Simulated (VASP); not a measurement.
# PtS2 in VASP: a series of runs

PtS2 is run at these levels: PBE+D3(BJ); tasks: single point.

Everything below comes from runs of VASP 6.6.1. Logs are shortened: lines on timing, memory, paths and dates and some standing lists are left out, and cuts for length are marked.

**1. The cell of the first run**

The cell holds a slab with vacuum, 6 atoms: a = 3.543 Å, b = 3.543 Å, c = 24.558 Å, α = 90.00°, β = 90.00°, γ = 120.00°.

**2. Single point, PBE+D3(BJ)**

File INCAR:

```
SYSTEM = PtS2
ALGO = Normal
DIPOL = 0.5 0.5 0.500
EDIFF = 1E-6
ENCUT = 520
GGA = PE
IDIPOL = 3
ISIF = 2
ISMEAR = 0
IVDW = 12
LASPH = .True.
LCHARG = .True.
LDIPOL = .True.
LELF = .True.
LREAL = .False.
LVACPOTAV = .True.
LVHAR = .True.
LWAVE = .False.
NBANDS = 31
NELM = 100
PREC = Accurate
SIGMA = 0.05
```

File KPOINTS:

```
k-points
0
Gamma
  9 9 1
  0 0 0
```

File POSCAR:

```
PtS2
1.0
    3.5431994798      0.0000000000      0.0000000000
   -1.7715997399      3.0685007602      0.0000000000
    0.0000000000      0.0000000000     24.5582002285
S Pt
4 2
Direct
    0.6666666667      0.3333333333      0.3514901640
    0.3333333333      0.6666666667      0.4520638096
    0.6666666667      0.3333333333      0.5479369204
    0.3333333333      0.6666666667      0.6485085519
    0.0000000000      0.0000000000      0.4024000765
    0.0000000000      0.0000000000      0.5976004776
```

Potentials or basis: VASP PAW PBE potentials, release 64 (S, Pt).

The run is started by

```sh
$ cat potpaw_PBE.64/S/POTCAR potpaw_PBE.64/Pt/POTCAR > POTCAR
$ mpirun -np 1 vasp_std > vasp.out
```

OUTCAR:

```text
SYSTEM = PtS2
   EDIFF = 1E-6
   ENCUT = 520
   GGA = PE
   ISIF = 2
   ISMEAR = 0
   IVDW = 12
   LASPH = .True.
   LREAL = .False.
   NELM = 100
   PREC = Accurate
 IVDW          = 12

 ion  position               nearest neighbor table
   1  0.667  0.333  0.351-   5 2.40   5 2.40   5 2.40
   2  0.333  0.667  0.452-   5 2.38   5 2.38   5 2.38
   3  0.667  0.333  0.548-   6 2.38   6 2.38   6 2.38
   4  0.333  0.667  0.649-   6 2.40   6 2.40   6 2.40
   5  0.000  0.000  0.402-   2 2.38   2 2.38   2 2.38   1 2.40   1 2.40   1 2.40
   6  0.000  0.000  0.598-   3 2.38   3 2.38   3 2.38   4 2.40   4 2.40   4 2.40

  LATTYP: Found a hexagonal cell.
 ALAT       =     3.5431994798
 C/A-ratio  =     6.9310803325

  Lattice vectors:

 A1 = (   3.5431994798,   0.0000000000,   0.0000000000)
 A2 = (  -1.7715997399,   3.0685007602,   0.0000000000)
 A3 = (   0.0000000000,   0.0000000000,  24.5582002285)

Analysis of symmetry for initial positions (statically):
=====================================================================
 Subroutine PRICEL returns:
 Original cell was already a primitive cell.

 Routine SETGRP: Setting up the symmetry group for a
 hexagonal supercell.

 Subroutine GETGRP returns: Found 12 space group operations
 (whereof 12 operations were pure point group operations)
 out of a pool of 24 trial point group operations.

The static configuration has the point symmetry D_3d.

Analysis of symmetry for dynamics (positions and initial velocities):
=====================================================================
 Subroutine PRICEL returns:
 Original cell was already a primitive cell.

 Routine SETGRP: Setting up the symmetry group for a
 hexagonal supercell.

 Subroutine GETGRP returns: Found 12 space group operations
 (whereof 12 operations were pure point group operations)
 out of a pool of 24 trial point group operations.

The dynamic configuration has the point symmetry D_3d.

 Subroutine INISYM returns: Found 12 space group operations
 (whereof 12 operations are pure point group operations),
 and found     1 'primitive' translations

----------------------------------------------------------------------------------------

                                     Primitive cell

  volume of cell :     267.0044

  direct lattice vectors                    reciprocal lattice vectors
     3.543199480  0.000000000  0.000000000     0.282230793  0.162946024  0.000000000
    -1.771599740  3.068500760  0.000000000     0.000000000  0.325892049  0.000000000
     0.000000000  0.000000000 24.558200228     0.000000000  0.000000000  0.040719596

  length of vectors
     3.543199480  3.543199480 24.558200228     0.325892049  0.325892049  0.040719596

  position of ions in fractional coordinates (direct lattice)
     0.666666667  0.333333333  0.351490164
     0.333333333  0.666666667  0.452063810
     0.666666667  0.333333333  0.547936920
     0.333333333  0.666666667  0.648508552
     0.000000000  0.000000000  0.402400077
     0.000000000  0.000000000  0.597600478

  ion indices of the primitive-cell ions
   primitive index   ion index
                 1           1
                 2           2
                 3           3
                 4           4
                 5           5
                 6           6

----------------------------------------------------------------------------------------

 KPOINTS: k-points

Automatic generation of k-mesh.
 Grid dimensions read from file:
 generate k-points for:    9    9    1

 Generating k-lattice:

  Cartesian coordinates                     Fractional coordinates (reciprocal lattice)
     0.031358977  0.018105114  0.000000000     0.111111111  0.000000000  0.000000000
     0.000000000  0.036210228  0.000000000     0.000000000  0.111111111  0.000000000
     0.000000000  0.000000000  0.040719596     0.000000000  0.000000000  1.000000000

  Length of vectors
     0.036210228  0.036210228  0.040719596

  Shift w.r.t. Gamma in fractional coordinates (k-lattice)
     0.000000000  0.000000000  0.000000000

 Subroutine IBZKPT returns following result:
 ===========================================

 Found     12 irreducible k-points:

 Following reciprocal coordinates:
            Coordinates               Weight
  0.000000  0.000000  0.000000      1.000000
  0.111111 -0.000000  0.000000      6.000000
  0.222222  0.000000  0.000000      6.000000
  0.333333 -0.000000  0.000000      6.000000
  0.444444  0.000000  0.000000      6.000000
  0.111111  0.111111  0.000000      6.000000
  0.222222  0.111111  0.000000     12.000000
  0.333333  0.111111  0.000000     12.000000
  0.444444  0.111111  0.000000      6.000000
  0.222222  0.222222  0.000000      6.000000
  0.333333  0.222222  0.000000     12.000000
  0.333333  0.333333  0.000000      2.000000
   k-points           NKPTS =     12   k-points in BZ     NKDIM =     12   number of bands    NBANDS=     31
   number of dos      NEDOS =    301   number of ions     NIONS =      6
   total plane-waves  NPLWV = 150528
   dimension x,y,z NGX =    28 NGY =   28 NGZ =  192
   dimension x,y,z NGXF=    56 NGYF=   56 NGZF=  384
   ions per type =               4   2
   NGX,Y,Z   is equivalent  to a cutoff of  13.14, 13.14, 13.00 a.u.
   NGXF,Y,Z  is equivalent  to a cutoff of  26.28, 26.28, 25.99 a.u.
 SYSTEM =  PtS2
   PREC   = accura    normal or accurate (medium, high low for compatibility)
   ISTART =      0    job   : 0-new  1-cont  2-samecut
   ICHARG =      2    charge: 1-file 2-atom 10-const
   ISPIN  =      1    spin polarized calculation?
   LNONCOLLINEAR =      F non collinear calculations
   LSORBIT =      F    spin-orbit coupling
   LASPH  =      T    aspherical Exc in radial PAW
   ENCUT  =  520.0 eV  38.22 Ry    6.18 a.u.   6.59  6.59 45.66*2*pi/ulx,y,z
   NELM   =    100;   NELMIN=  2; NELMDL= -5     # of ELM steps
   EDIFF  = 0.1E-05   stopping-criterion for ELM
   LREAL  =      F    real-space projection
   EDIFFG = 0.1E-04   stopping-criterion for IOM
   NSW    =      0    number of steps for IOM
   IBRION =     -1    ionic relax: 0-MD 1-quasi-New 2-CG
   NFREE  =      0    steps in history (QN), initial steepest desc. (CG)
   ISIF   =      2    stress and relaxation
   ISYM   =      2    0-nonsym 1-usesym 2-fastsym
   POTIM  = 0.5000    time-step for ionic-motion
   TEBEG  =    0.0;   TEEND  =   0.0 temperature during run
   PSTRESS=    0.0 pullay stress
   NELECT =      44.0000    total number of electrons
   NUPDOWN=      -1.0000    fix difference up-down
   EMIN   =  10.00;   EMAX   =-10.00  energy-range for DOS
   EFERMI =   0.00;   METHOD = LEGACY
   ISMEAR =     0;   SIGMA  =   0.05  broadening in eV -4-tet -1-fermi 0-gaus
   EFERMI_NEDOS =   21; number of points for ismear=-14 and -15
   IALGO  =     38    algorithm
   IMIX   =      4    mixing-type and parameters
     AMIX     =   0.40;   BMIX     =  1.00
     AMIX_MAG =   1.60;   BMIX_MAG =  1.00
  volume/ion in A,a.u.               =      44.50       300.31
  Fermi-wavevector in a.u.,A,eV,Ry     =   0.897538  1.696101 10.960510  0.805575
  Thomas-Fermi vector in A             =   2.020135
   LORBIT       =      0    0 simple, 1 ext, 2 COOP (PROOUT), +10 PAW based schemes
   GGA     = PE    functional components
   LHFCALC =     F    Hartree Fock is set to
   AEXX    =    0.0000 exact exchange contribution
   IVDW    =    12    specifies the selected vdW correction
   LEPSILON=     F    determine dielectric tensor
   LRPA    =     F    only Hartree local field effects (RPA)
 non-spin polarized calculation
 Gauss-broadening in eV      SIGMA  =   0.05
  energy-cutoff  :      520.00
  volume of cell :      267.00
 maximum number of plane-waves:      7267
 NGX is ok and might be reduce to    28
   NGX = 13   NGY = 13   NGZ = 91

 dipolmoment           0.000000      0.000000      0.000000 electrons x Angstroem

 number of electron      44.0000001 magnetization

 dipolmoment           0.000000      0.000000     -0.000014 electrons x Angstroem

 Free energy of the ion-electron system (eV)
  ---------------------------------------------------
  ext. energy  EPLUGINS =         0.00000000
  ---------------------------------------------------
  free energy    TOTEN  =       -30.77775621 eV

  energy without entropy =      -30.77775621  energy(sigma->0) =      -30.77775621

 E-fermi :  -0.2202     XC(G=0):  -4.8457

 val. band max:       -0.4808617101   @ k =   0.1111  -0.0000   0.0000
 cond. band min:       0.4218481383   @ k =   0.2222   0.0000   0.0000
 fundamental gap:      0.9027098484
 Fermi energy:        -0.2202071388

 k-point     1 :       0.0000    0.0000    0.0000
  band No.  band energies     occupation
      1     -15.6822      2.00000
      2     -15.3011      2.00000
      3     -13.5303      2.00000
      4     -12.9224      2.00000
      5      -7.1663      2.00000
      6      -6.9513      2.00000
[... 23 lines left out ...]
     30       5.0112      0.00000
     31       5.1088      0.00000

 k-point     2 :       0.1111   -0.0000    0.0000
  band No.  band energies     occupation
      1     -15.5285      2.00000
      2     -15.1476      2.00000
      3     -13.5326      2.00000
      4     -12.9820      2.00000
      5      -7.1865      2.00000
      6      -6.9142      2.00000
[... 23 lines left out ...]
     30       5.3763      0.00000
     31       5.6038      0.00000

 k-point     3 :       0.2222    0.0000    0.0000
  band No.  band energies     occupation
      1     -15.1006      2.00000
      2     -14.7251      2.00000
      3     -13.5382      2.00000
      4     -13.1325      2.00000
      5      -7.1951      2.00000
      6      -6.7652      2.00000
[... 23 lines left out ...]
     30       5.6687      0.00000
     31       6.0584      0.00000

 k-point     4 :       0.3333   -0.0000    0.0000
  band No.  band energies     occupation
      1     -14.5196      2.00000
      2     -14.1753      2.00000
      3     -13.5318      2.00000
      4     -13.2981      2.00000
      5      -7.2879      2.00000
      6      -6.9233      2.00000
[... 23 lines left out ...]
     30       6.1737      0.00000
     31       6.3089      0.00000

 k-point     5 :       0.4444    0.0000    0.0000
  band No.  band energies     occupation
      1     -14.0555      2.00000
      2     -13.8184      2.00000
      3     -13.4825      2.00000
      4     -13.3626      2.00000
      5      -7.8264      2.00000
      6      -7.6161      2.00000
[... 23 lines left out ...]
     30       5.9308      0.00000
     31       6.9718      0.00000

 k-point     6 :       0.1111    0.1111    0.0000
  band No.  band energies     occupation
      1     -15.2369      2.00000
      2     -14.8585      2.00000
      3     -13.5368      2.00000
      4     -13.0873      2.00000
      5      -7.1908      2.00000
      6      -6.7998      2.00000
[... 23 lines left out ...]
     30       5.8408      0.00000
     31       5.9790      0.00000

 k-point     7 :       0.2222    0.1111    0.0000
  band No.  band energies     occupation
      1     -14.7251      2.00000
      2     -14.3622      2.00000
      3     -13.5382      2.00000
      4     -13.2484      2.00000
      5      -7.1187      2.00000
      6      -6.7076      2.00000
[... 23 lines left out ...]
     30       5.9104      0.00000
     31       6.5817      0.00000

 k-point     8 :       0.3333    0.1111    0.0000
  band No.  band energies     occupation
      1     -14.1785      2.00000
      2     -13.8769      2.00000
      3     -13.5090      2.00000
      4     -13.3757      2.00000
      5      -7.4526      2.00000
      6      -7.2125      2.00000
[... 23 lines left out ...]
     30       6.6512      0.00000
     31       6.7864      0.00000

 k-point     9 :       0.4444    0.1111    0.0000
  band No.  band energies     occupation
      1     -13.9233      2.00000
      2     -13.7346      2.00000
      3     -13.4585      2.00000
      4     -13.3779      2.00000
      5      -7.7671      2.00000
      6      -7.6241      2.00000
[... 23 lines left out ...]
     30       6.4607      0.00000
     31       7.2470      0.00000

 k-point    10 :       0.2222    0.2222    0.0000
  band No.  band energies     occupation
      1     -14.2280      2.00000
      2     -13.9005      2.00000
      3     -13.5184      2.00000
      4     -13.3846      2.00000
      5      -7.0187      2.00000
      6      -6.9701      2.00000
[... 23 lines left out ...]
     30       6.4231      0.00000
     31       7.0647      0.00000

 k-point    11 :       0.3333    0.2222    0.0000
  band No.  band energies     occupation
      1     -13.8461      2.00000
      2     -13.6346      2.00000
      3     -13.4555      2.00000
      4     -13.4324      2.00000
      5      -7.2951      2.00000
      6      -7.2366      2.00000
[... 23 lines left out ...]
     30       7.2950      0.00000
     31       7.4637      0.00000

 k-point    12 :       0.3333    0.3333    0.0000
  band No.  band energies     occupation
      1     -13.6563      2.00000
      2     -13.6549      2.00000
      3     -13.4085      2.00000
      4     -13.4065      2.00000
      5      -6.9998      2.00000
      6      -6.7896      2.00000
[... 23 lines left out ...]
     30       7.6252      0.00000
     31       7.6897      0.00000

------------------------ aborting loop because EDIFF is reached ----------------------------------------

 Edisp (eV)   -2.14119

 E8    (eV) :    -0.8914

  FORCE on cell =-STRESS in cart. coord.  units (eV):
  Direction    XX          YY          ZZ          XY          YZ          ZX
  --------------------------------------------------------------------------------------
  -------------------------------------------------------------------------------------
  Total       0.37816     0.37816    -0.22363     0.00000     0.00000     0.00000
  in kB       2.26918     2.26918    -1.34189     0.00000     0.00000     0.00000
  external pressure =        1.07 kB  Pullay stress =        0.00 kB

 VOLUME and BASIS-vectors are now :
 -----------------------------------------------------------------------------
  energy-cutoff  :      520.00
  volume of cell :      267.00
      direct lattice vectors                 reciprocal lattice vectors
     3.543199480  0.000000000  0.000000000     0.282230793  0.162946024  0.000000000
    -1.771599740  3.068500760  0.000000000     0.000000000  0.325892049  0.000000000
     0.000000000  0.000000000 24.558200228     0.000000000  0.000000000  0.040719596

 POSITION                                       TOTAL-FORCE (eV/Angst)
 -----------------------------------------------------------------------------------
      1.77160      1.02283      8.63197        -0.000000      0.000000      0.032201
     -0.00000      2.04567     11.10187        -0.000000      0.000000     -0.044438
      1.77160      1.02283     13.45634         0.000000     -0.000000      0.044438
     -0.00000      2.04567     15.92620         0.000000      0.000000     -0.032201
      0.00000      0.00000      9.88222         0.000000      0.000000      0.006103
      0.00000      0.00000     14.67599        -0.000000     -0.000000     -0.006103
 -----------------------------------------------------------------------------------
    total drift:                                0.000000     -0.000000      0.000120

  FREE ENERGIE OF THE ION-ELECTRON SYSTEM (eV)
  ---------------------------------------------------
  free  energy   TOTEN  =       -32.9189443404 eV

  energy  without entropy=      -32.9189443404  energy(sigma->0) =      -32.91894434

 vacuum level on the upper side and lower side of the slab         5.028         5.028
```

It took 6.1 min on 1 thread of Intel Xeon 8259CL, shared host; peak memory 0.43 GiB.

Results:

```yaml
Free_energy: -32.9189 eV
Largest_force: 0.044 eV/Å
Band_gap_on_the_k_mesh: 0.90 eV (least direct gap 1.21 eV)
Dispersion_energy_per_atom: -0.357 eV
```

Forces on the atoms (eV/Å):
```
S    0.000  0.000  0.032
S    0.000  0.000 -0.044
S    0.000  0.000  0.044
S    0.000  0.000 -0.032
Pt   0.000  0.000  0.006
Pt   0.000  0.000 -0.006
```

Caveat: spin-orbit coupling is left out, which moves the levels of the heavy elements.

**3. Single point, PBE+D3(BJ)**

File INCAR:

```
SYSTEM = PtS2
PREC = Accurate
ENCUT = 520
EDIFF = 1E-6
ISMEAR = 0
SIGMA = 0.05
LREAL = .False.
LASPH = .True.
NELM = 60
ALGO = Normal
ISIF = 2
LWAVE = .False.
LCHARG = .True.
LDIPOL = .True.
IDIPOL = 3
DIPOL = 0.5 0.5 0.500
GGA = PE
IVDW = 12
LELF = .True.
LVHAR = .True.
LVACPOTAV = .True.
NBANDS = 31
```

File KPOINTS:

```
Automatic mesh
0
Gamma
  24 24 1
  0 0 0
```

File POSCAR:

```
PtS2
1.0
    3.5431994800      0.0000000000      0.0000000000
   -1.7715997400      3.0685007600      0.0000000000
    0.0000000000      0.0000000000     24.5582002285
S Pt
4 2
Direct
    0.6666666666      0.3333333334      0.3514901640
    0.3333333334      0.6666666667      0.4520638096
    0.6666666666      0.3333333334      0.5479369204
    0.3333333334      0.6666666667      0.6485085519
    0.0000000000      0.0000000000      0.4024000765
    0.0000000000      0.0000000000      0.5976004776
```

Potentials or basis: VASP PAW PBE potentials, release 64 (S, Pt).

The run is started by

```sh
$ cat potpaw_PBE.64/S/POTCAR potpaw_PBE.64/Pt/POTCAR > POTCAR
$ mpirun -np 1 vasp_std > vasp.out
```

It took 18 min on 1 thread of Intel Xeon 8259CL, shared host; peak memory 0.66 GiB.

The run converged. Its results:

```yaml
Free_energy: -32.9199 eV
Largest_force: 0.041 eV/Å
Band_gap_on_the_k_mesh: 0.81 eV (least direct gap 1.23 eV)
Dispersion_energy_per_atom: -0.357 eV
```

Forces on the atoms (eV/Å):
```
S    0.000  0.000  0.030
S    0.000  0.000 -0.041
S    0.000  0.000  0.041
S    0.000  0.000 -0.030
Pt   0.000  0.000  0.009
Pt   0.000  0.000 -0.009
```

Levels at points of the mesh, in eV from the valence-band top:
```tsv
k point	band 18	band 19	band 20	band 21	band 22	band 23	band 24	band 25	band 26	band 27
(0.00, 0.00, 0.00)	-1.29	-1.29	-1.07	-1.07	-0.28	2.10	2.10	2.56	2.56	4.63
(0.50, 0.00, 0.00)	-2.86	-2.72	-2.57	-2.50	-1.66	1.72	1.78	2.21	2.44	4.82
```

Caveat: spin-orbit coupling is left out, which moves the levels of the heavy elements.
